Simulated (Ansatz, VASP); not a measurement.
# Pt in VASP and in Ansatz

File INCAR:

```
PREC = Accurate
ENCUT = 520
EDIFF = 1E-6
ISMEAR = -1
SIGMA = 0.1
LREAL = False
LASPH = True
NELM = 80
ALGO = Normal
ISIF = 2
LWAVE = False
LCHARG = False
GGA = PE
NBANDS = 28
```

The input KPOINTS:

```
Automatic mesh
0
Gamma
  15 15 4
```

POSCAR

```
Pt
1.0
    2.7907587191      0.0000000000      0.0000000000
   -1.3953793595      2.4168679465      0.0000000000
    0.0000000000      0.0000000000      9.3183719287
Pt
4
Direct
    0.0000000000      1.0000000000      1.0000000000
    0.0000000000      1.0000000000      0.5000000000
    0.3333333333      0.6666666667      0.2500000000
    0.6666666667      0.3333333333      0.7500000000
```

Input for Ansatz:

```yaml
crystal:
  lattice:
    - [2.7907587191, 0.0, 0.0]
    - [-1.3953793595, 2.4168679465, 0.0]
    - [0.0, 0.0, 9.3183719287]
  atoms:
    - { symbol: Pt, position: [0.0, 1.0, 1.0] }
    - { symbol: Pt, position: [0.0, 1.0, 0.5] }
    - { symbol: Pt, position: [0.3333333333, 0.6666666667, 0.25] }
    - { symbol: Pt, position: [0.6666666667, 0.3333333333, 0.75] }
hamiltonian:
  xc: pbe
  pseudopotentials:
    kind: paw
    azcp:
      Pt: "pseudopotentials/Pt.paw.azcp"
basis:
  ecutwfc: 420
  fft_grid_basis: typed
kpoints:
  mp_grid: { grid: [15, 15, 4], shift: [0, 0, 0] }
magnetization:
  spin_polarized: false
scf:
  occupations: { method: fermi_dirac, width: 0.1 }
  lower_state_search: "off"
output:
  stress: true
```

Alike in both runs: task single point; functional PBE; k mesh 15 × 15 × 4; occupations fermi-dirac, width 0.1 eV; no spin polarisation.

|  | VASP | Ansatz |
| --- | --- | --- |
| version | VASP 6.6.1 | Ansatz 0.2.0 |
| potentials or method | VASP PAW PBE potentials, release 64 (Pt), cutoff 520 eV | plane waves (420 eV) with PAW, scalar-relativistic |
| valence electrons in the cell | 40 | 72 |

Ansatz gave:

| Item | Value |
| --- | --- |
| pressure (GPa) | 0.0 |
| traceless stress, the component that is largest in VASP (GPa) | 0.22 |

Q: Which values does VASP return?

A: Pressure (GPa): -0.5; traceless stress, the component that is largest in VASP (GPa): 0.19.

The functional is the same, so the differences come from potentials, cutoffs and numerics. VASP's potentials hold 40 valence electrons a cell and Ansatz's 72, so a difference there can come from the potentials and not from the codes.

Neither program's run includes spin-orbit coupling.
